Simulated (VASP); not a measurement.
# B2W (P6/mmm) in VASP: further runs

B2W is run at these levels: LDA; tasks: vibrations by perturbation theory.

All numbers are computed with VASP 6.6.1; they aren't measurements. Logs are shortened: lines on timing, memory, paths and dates and some standing lists are left out, and cuts for length are marked.

## 1. The cell of the first run

It takes space group P6/mmm (No. 191, hexagonal). Conventional cell: a = 2.987 Å, b = 2.987 Å, c = 3.310 Å, α = 90.00°, β = 90.00°, γ = 120.00°. B (site symmetry -6m2) has 3 B at 1.72 Å and 6 W at 2.39 Å within 2.4 Å. Within 3.4 Å of W (site symmetry 6/mmm) lie 12 B at 2.39 Å and 8 W at 2.99 to 3.31 Å.

## 2. Vibrations by perturbation theory, LDA

INCAR

```
SYSTEM = B2W
PREC = Accurate
ENCUT = 520
EDIFF = 1E-8
ISMEAR = -1
SIGMA = 0.15
LREAL = .FALSE.
LASPH = .TRUE.
NELM = 80
ALGO = Normal
ISIF = 2
LWAVE = .FALSE.
LCHARG = .TRUE.
NBANDS = 17
IBRION = 8
NSW = 1
```

KPOINTS

```
regular mesh
0
G
  18 18 12
  0 0 0
```

POSCAR

```
B2W
1.0
    2.9870380021      0.0000000000      0.0000000000
   -1.4935190011      2.5868507919      0.0000000000
    0.0000000000      0.0000000000      3.3099090558
B W
2 1
Direct
    0.3333333333      0.6666666667      0.5000000000
    0.6666666667      0.3333333333      0.5000000000
    0.0000000000      0.0000000000      0.0000000000
```

Potentials or basis: VASP PAW LDA potentials, release 64 (B, W_sv).

Command:

```
> cat potpaw_LDA.64/B/POTCAR potpaw_LDA.64/W_sv/POTCAR > POTCAR
> mpirun -np 1 vasp_std > vasp.out
```

OUTCAR:

```text
SYSTEM = B2W
   PREC = Accurate
   ENCUT = 520
   EDIFF = 1E-8
   ISMEAR = -1
   LREAL = .FALSE.
   LASPH = .TRUE.
   NELM = 80
   ISIF = 2
   IBRION = 8
   NSW = 1

 ion  position               nearest neighbor table
   1  0.333  0.667  0.500-   2 1.72   2 1.72   2 1.72   3 2.39   3 2.39   3 2.39   3 2.39   3 2.39
                             3 2.39
   2  0.667  0.333  0.500-   1 1.72   1 1.72   1 1.72   3 2.39   3 2.39   3 2.39   3 2.39   3 2.39
                             3 2.39
   3  0.000  0.000  0.000-   1 2.39   2 2.39   1 2.39   2 2.39   2 2.39   2 2.39   1 2.39   1 2.39
                             2 2.39   2 2.39   1 2.39   1 2.39

  LATTYP: Found a hexagonal cell.
 ALAT       =     2.9870380021
 C/A-ratio  =     1.1080907084

  Lattice vectors:

 A1 = (   2.9870380021,   0.0000000000,   0.0000000000)
 A2 = (  -1.4935190011,   2.5868507919,   0.0000000000)
 A3 = (   0.0000000000,   0.0000000000,   3.3099090558)

Analysis of symmetry for initial positions (statically):
=====================================================================
 Subroutine PRICEL returns:
 Original cell was already a primitive cell.

 Routine SETGRP: Setting up the symmetry group for a
 hexagonal supercell.

 Subroutine GETGRP returns: Found 24 space group operations
 (whereof 24 operations were pure point group operations)
 out of a pool of 24 trial point group operations.

The static configuration has the point symmetry D_6h.

Analysis of symmetry for dynamics (positions and initial velocities):
=====================================================================
 Subroutine PRICEL returns:
 Original cell was already a primitive cell.

 Routine SETGRP: Setting up the symmetry group for a
 hexagonal supercell.

 Subroutine GETGRP returns: Found 24 space group operations
 (whereof 24 operations were pure point group operations)
 out of a pool of 24 trial point group operations.

The dynamic configuration has the point symmetry D_6h.

 Subroutine INISYM returns: Found 24 space group operations
 (whereof 24 operations are pure point group operations),
 and found     1 'primitive' translations

----------------------------------------------------------------------------------------

                                     Primitive cell

  volume of cell :      25.5757

  direct lattice vectors                    reciprocal lattice vectors
     2.987038002  0.000000000  0.000000000     0.334779805  0.193285211  0.000000000
    -1.493519001  2.586850792  0.000000000     0.000000000  0.386570421  0.000000000
     0.000000000  0.000000000  3.309909056     0.000000000  0.000000000  0.302123105

  length of vectors
     2.987038002  2.987038002  3.309909056     0.386570421  0.386570421  0.302123105

  position of ions in fractional coordinates (direct lattice)
     0.333333333  0.666666667  0.500000000
     0.666666667  0.333333333  0.500000000
     0.000000000  0.000000000  0.000000000

  ion indices of the primitive-cell ions
   primitive index   ion index
                 1           1
                 2           2
                 3           3

----------------------------------------------------------------------------------------

 KPOINTS: regular mesh

[... 94 lines left out ...]
   AEXX    =    0.0000 exact exchange contribution
   IVDW    =     0    specifies the selected vdW correction
   LEPSILON=     F    determine dielectric tensor
   LRPA    =     F    only Hartree local field effects (RPA)
 non-spin polarized calculation
  energy-cutoff  :      520.00
  volume of cell :       25.58
 maximum number of plane-waves:       714
 NGX is ok and might be reduce to    24
   NGX = 11   NGY = 11   NGZ = 13

--------------------------------------- Ionic step        1  -------------------------------------------

 number of electron      19.9999999 magnetization

 Free energy of the ion-electron system (eV)
  ---------------------------------------------------
  ext. energy  EPLUGINS =         0.00000000
  ---------------------------------------------------
  free energy    TOTEN  =       -29.49568691 eV

  energy without entropy =      -29.40172006  energy(sigma->0) =      -29.44870349

 E-fermi :  12.5403     XC(G=0): -13.8418

 val. band max:       12.5322691146   @ k =   0.2222   0.1667   0.0833
 cond. band min:      12.5428217767   @ k =   0.3333   0.1111   0.3333
 fundamental gap:      0.0105526621
 Fermi energy:        12.5403158100

 k-point     1 :       0.0000    0.0000    0.0000
  band No.  band energies     occupation
      1     -62.0574      2.00000
      2     -26.6836      2.00000
      3     -26.2975      2.00000
      4     -26.2975      2.00000
      5      -3.4051      2.00000
      6       6.7001      2.00000
[... 457 lines left out ...]
      4     -26.4917      2.00000
      5       0.4071      2.00000
      6       2.4162      2.00000
[... 9 lines left out ...]
     16      21.0942      0.00000
     17      25.0661      0.00000

 [... further k-points ...]
[... 5 lines left out ...]
  --------------------------------------------------------------------------------------
  -------------------------------------------------------------------------------------
  Total        0.2555254      0.2555254      0.2654954     -0.0000000     -0.0000000      0.0000000
  in kB       16.0072374     16.0072374     16.6318042     -0.0000000     -0.0000000      0.0000000
  external PRESSURE =      16.2154263 kB  Pullay stress =       0.0000000 kB

 VOLUME and BASIS-vectors are now :
 -----------------------------------------------------------------------------
  energy-cutoff  :      520.00
  volume of cell :       25.58
      direct lattice vectors                 reciprocal lattice vectors
     2.987038002  0.000000000  0.000000000     0.334779805  0.193285211  0.000000000
    -1.493519001  2.586850792  0.000000000     0.000000000  0.386570421  0.000000000
     0.000000000  0.000000000  3.309909056     0.000000000  0.000000000  0.302123105

 POSITION                                       TOTAL-FORCE (eV/Angst)
 -----------------------------------------------------------------------------------
     -0.00000      1.72457      1.65495        -0.000000      0.000000      0.000000
      1.49352      0.86228      1.65495         0.000000      0.000000      0.000000
      0.00000      0.00000      0.00000         0.000000      0.000000      0.000000
 -----------------------------------------------------------------------------------
    total drift:                               -0.000000      0.000000     -0.000000

  FREE ENERGIE OF THE ION-ELECTRON SYSTEM (eV)
  ---------------------------------------------------
  free  energy   TOTEN  =       -29.4956869104 eV

  energy  without entropy=      -29.4017200609  energy(sigma->0) =      -29.44870349

[... ionic steps 2 to 9 ...]

--------------------------------------- Ionic step       10  -------------------------------------------

------------------------ aborting loop because EDIFF is reached ----------------------------------------

[... ionic steps 11 to 11 ...]

--------------------------------------- Ionic step       12  -------------------------------------------

 Free energy of the ion-electron system (eV)
  ---------------------------------------------------
  ---------------------------------------------------
  free energy    TOTEN  =        -0.32043541 eV

  energy without entropy =       -0.32043541

------------------------ aborting loop because EDIFF is reached ----------------------------------------

 INTERNAL STRAIN TENSOR  FOR ION    3  DIRECTION 3   (eV/Angst):
 -----------------------------------------------------------------------------
    -0.01022 -0.00000  0.00000
    -0.00000 -0.01022  0.00000
     0.00000 -0.00000  0.02250

 INTERNAL STRAIN TENSOR FOR ION    3 for displacements in x,y,z  (eV/Angst):
          X           Y           Z          XY          YZ          ZX
  --------------------------------------------------------------------------------
  x     0.00000     0.00000     0.00000     0.00000     0.00000     0.00000
  y     0.00000     0.00000     0.00000     0.00000     0.00000     0.00000
  z     0.00000     0.00000     0.00000     0.00000     0.00000     0.00000

 SECOND DERIVATIVES (NOT SYMMETRIZED)
 ------------------------------------
               1X          1Y          1Z          2X          2Y          2Z          3X          3Y          3Z
  1X   -16.312562    0.000000    0.000000   14.304453   -0.000000    0.000000    2.008110   -0.000000    0.000000
  1Y     0.000000  -16.312562    0.000000   -0.000000   14.304453    0.000000   -0.000000    2.008110    0.000000
  1Z    -0.000000    0.000000   -9.007685   -0.000000    0.000000    1.965005    0.000000   -0.000000    7.042680
  2X    14.304453   -0.000000    0.000000  -16.312562    0.000000    0.000000    2.008110   -0.000000    0.000000
  2Y    -0.000000   14.304453    0.000000    0.000000  -16.312562    0.000000   -0.000000    2.008110    0.000000
  2Z    -0.000000    0.000000    1.965005   -0.000000    0.000000   -9.007685    0.000000   -0.000000    7.042680
  3X     2.038549   -0.000000    0.000000    2.038549   -0.000000    0.000000   -4.077099    0.000000    0.000000
  3Y    -0.000000    2.038549    0.000000   -0.000000    2.038549    0.000000    0.000000   -4.077099    0.000000
  3Z     0.000000    0.000000    7.044517   -0.000000    0.000000    7.044517    0.000000   -0.000000  -14.089035

 Eigenvectors and eigenvalues of the dynamical matrix
 ----------------------------------------------------

   1 f  =   26.308689 THz   165.302371 2PiTHz  877.563418 cm-1   108.803948 meV
             X         Y         Z           dx          dy          dz
     -0.000000  1.724567  1.654955    -0.438386    0.554813   -0.000000
      1.493519  0.862284  1.654955     0.438386   -0.554813    0.000000
      0.000000  0.000000  0.000000    -0.000000   -0.000000   -0.000000
[... 43 lines left out ...]
   9 f/i=    0.016552 THz     0.104002 2PiTHz    0.552128 cm-1     0.068455 meV
             X         Y         Z           dx          dy          dz
     -0.000000  1.724567  1.654955     0.225814    0.048352   -0.000000
      1.493519  0.862284  1.654955     0.225814    0.048352   -0.000000
      0.000000  0.000000  0.000000     0.924217    0.197895   -0.000000

--------------------------------------------------------------------------------------------------------

 ELASTIC MODULI CONTR FROM IONIC RELAXATION (kBar)
 Direction    XX          YY          ZZ          XY          YZ          ZX
 --------------------------------------------------------------------------------
 XX         -52.4987     52.4987      0.0000      0.0000      0.0000      0.0000
 YY          52.4987    -52.4987      0.0000      0.0000      0.0000     -0.0000
 ZZ           0.0000      0.0000      0.0000      0.0000      0.0000      0.0000
 XY           0.0000      0.0000      0.0000    -52.4987      0.0000      0.0000
 YZ           0.0000      0.0000      0.0000      0.0000      0.0000      0.0000
 ZX           0.0000     -0.0000      0.0000      0.0000      0.0000     -0.0000
 --------------------------------------------------------------------------------
```

Wall time 12 min (1 thread of Intel Xeon Platinum 8559C (Emerald Rapids), shared host); peak memory 1 GiB.

Results:

| Property | Result |
| --- | --- |
| Highest phonon frequency at Γ | 878 cm⁻¹ |

Phonon frequencies in cm⁻¹ (negative: imaginary):
```
              q point                      frequencies
(0.000, 0.000, 0.000)  -1 -1 0 238 238 445 525 878 878
```

Caveat: the cell stands under pressure or tension, which shifts response properties; spin-orbit coupling is left out, which moves the levels of the heavy elements.

## 3. Vibrations by perturbation theory, LDA (8.70 Å³/atom)

This run uses another cell than the first one, of 8.70 Å³/atom.

INCAR

```
ALGO = Normal
EDIFF = 1E-8
ENCUT = 520
IBRION = 8
ISIF = 2
ISMEAR = -1
LASPH = True
LCHARG = False
LREAL = False
LWAVE = False
NBANDS = 17
NELM = 60
NSW = 1
PREC = Accurate
SIGMA = 0.15
```

KPOINTS

```
k-points
0
Gamma
  18 18 12
```

POSCAR

```
B2W
1.0
    3.0032054706      0.0000000000      0.0000000000
   -1.5016027353      2.6008522304      0.0000000000
    0.0000000000      0.0000000000      3.3398551813
B W
2 1
Direct
    0.3333333333      0.6666666667      0.5000000000
    0.6666666667      0.3333333333      0.5000000000
    0.0000000000      0.0000000000      0.0000000000
```

Potentials or basis: VASP PAW LDA potentials, release 64 (B, W_sv).

Command:

```
> cat potpaw_LDA.64/B/POTCAR potpaw_LDA.64/W_sv/POTCAR > POTCAR
> mpirun -np 1 vasp_std > vasp.out
```

OUTCAR:

```text
EDIFF = 1E-8
   ENCUT = 520
   IBRION = 8
   ISIF = 2
   ISMEAR = -1
   LASPH = True
   LREAL = False
   NELM = 60
   NSW = 1
   PREC = Accurate

 ion  position               nearest neighbor table
   1  0.333  0.667  0.500-   2 1.73   2 1.73   2 1.73   3 2.41   3 2.41   3 2.41   3 2.41   3 2.41
                             3 2.41
   2  0.667  0.333  0.500-   1 1.73   1 1.73   1 1.73   3 2.41   3 2.41   3 2.41   3 2.41   3 2.41
                             3 2.41
   3  0.000  0.000  0.000-   1 2.41   2 2.41   1 2.41   2 2.41   2 2.41   2 2.41   1 2.41   1 2.41
                             2 2.41   2 2.41   1 2.41   1 2.41

  LATTYP: Found a hexagonal cell.
 ALAT       =     3.0032054706
 C/A-ratio  =     1.1120967959

  Lattice vectors:

 A1 = (   3.0032054706,   0.0000000000,   0.0000000000)
[... 731 lines left out ...]
  x     0.00000     0.00000     0.00000     0.00000     0.00000     0.00000
  y     0.00000     0.00000     0.00000     0.00000     0.00000     0.00000
  z     0.00000     0.00000     0.00000     0.00000     0.00000     0.00000

 SECOND DERIVATIVES (NOT SYMMETRIZED)
 ------------------------------------
               1X          1Y          1Z          2X          2Y          2Z          3X          3Y          3Z
  1X   -15.370918    0.000000    0.000000   13.682587    0.000000    0.000000    1.688331   -0.000000    0.000000
  1Y     0.000000  -15.370918    0.000000    0.000000   13.682587    0.000000    0.000000    1.688331    0.000000
  1Z     0.000000    0.000000   -8.328391   -0.000000   -0.000000    1.989841    0.000000    0.000000    6.338550
  2X    13.682587    0.000000    0.000000  -15.370918    0.000000    0.000000    1.688331   -0.000000    0.000000
  2Y     0.000000   13.682587    0.000000    0.000000  -15.370918    0.000000    0.000000    1.688331    0.000000
  2Z    -0.000000   -0.000000    1.989841    0.000000    0.000000   -8.328391    0.000000    0.000000    6.338550
  3X     1.721705    0.000000    0.000000    1.721705    0.000000    0.000000   -3.443409    0.000000    0.000000
  3Y     0.000000    1.721705    0.000000    0.000000    1.721705    0.000000    0.000000   -3.443409    0.000000
  3Z    -0.000000    0.000000    6.342383    0.000000    0.000000    6.342383   -0.000000    0.000000  -12.684766

 Eigenvectors and eigenvalues of the dynamical matrix
 ----------------------------------------------------

   1 f  =   25.628138 THz   161.026342 2PiTHz  854.862674 cm-1   105.989416 meV
             X         Y         Z           dx          dy          dz
     -0.000000  1.733901  1.669928     0.000000    0.707107    0.000000
      1.501603  0.866951  1.669928    -0.000000   -0.707107   -0.000000
      0.000000  0.000000  0.000000     0.000000    0.000000    0.000000
[... 43 lines left out ...]
   9 f/i=    0.019787 THz     0.124326 2PiTHz    0.660029 cm-1     0.081833 meV
             X         Y         Z           dx          dy          dz
     -0.000000  1.733901  1.669928    -0.231195   -0.009838   -0.000000
      1.501603  0.866951  1.669928    -0.231195   -0.009838   -0.000000
      0.000000  0.000000  0.000000    -0.944082   -0.040175   -0.000000

--------------------------------------------------------------------------------------------------------

 ELASTIC MODULI CONTR FROM IONIC RELAXATION (kBar)
 Direction    XX          YY          ZZ          XY          YZ          ZX
 --------------------------------------------------------------------------------
 XX         -50.5949     50.5949      0.0000      0.0000     -0.0000      0.0000
 YY          50.5949    -50.5949     -0.0000     -0.0000      0.0000      0.0000
 ZZ           0.0000     -0.0000     -0.0000     -0.0000      0.0000      0.0000
 XY           0.0000     -0.0000     -0.0000    -50.5949     -0.0000      0.0000
 YZ          -0.0000      0.0000      0.0000     -0.0000     -0.0000      0.0000
 ZX           0.0000      0.0000      0.0000      0.0000      0.0000      0.0000
 --------------------------------------------------------------------------------
```

stdout:

```text
POSCAR found type information on POSCAR B W
 POSCAR found :  2 types and       3 ions
 scaLAPACK will be used
 LDA part: xc-table for (Slater(with rela. corr.)+CA(PZ))
 , standard interpolation
 POSCAR, INCAR and KPOINTS ok, starting setup
 FFT: planning ... GRIDC
 FFT: planning ... GRID_SOFT
 FFT: planning ... GRID
 WAVECAR not read
 entering main loop
 Linear response reoptimize wavefunctions to high precision
 Linear response DOF=           4
 Linear response progress:
 first order change of Fermi-energy   0.44704E-04
 force on displaced ion       1 direction 1 : -15.371  -0.002   0.000
 Linear response progress:
 first order change of Fermi-energy  -0.27162E-03
 force on displaced ion       1 direction 3 :   0.000  -0.000  -8.328
 Linear response progress:
 first order change of Fermi-energy  -0.12383E-02
 force on displaced ion       3 direction 1 :  -3.443   0.000   0.000
 Linear response progress:
 first order change of Fermi-energy   0.81154E-03
 force on displaced ion       3 direction 3 :  -0.000   0.000 -12.685
 Linear response finished
```

Wall time 11 min (1 thread of Intel Xeon Platinum 8559C (Emerald Rapids), shared host); peak memory 1 GiB.

What came out:

```yaml
Highest_phonon_frequency_at_Γ: 855 cm⁻¹
```

Phonon frequencies in cm⁻¹ (negative: imaginary):
```
              q point                      frequencies
(0.000, 0.000, 0.000)  -1 -1 0 218 218 422 509 855 855
```

Caveat: the cell stands under pressure or tension, which shifts response properties; spin-orbit coupling is left out, which moves the levels of the heavy elements.

[end of part 1 of 2]
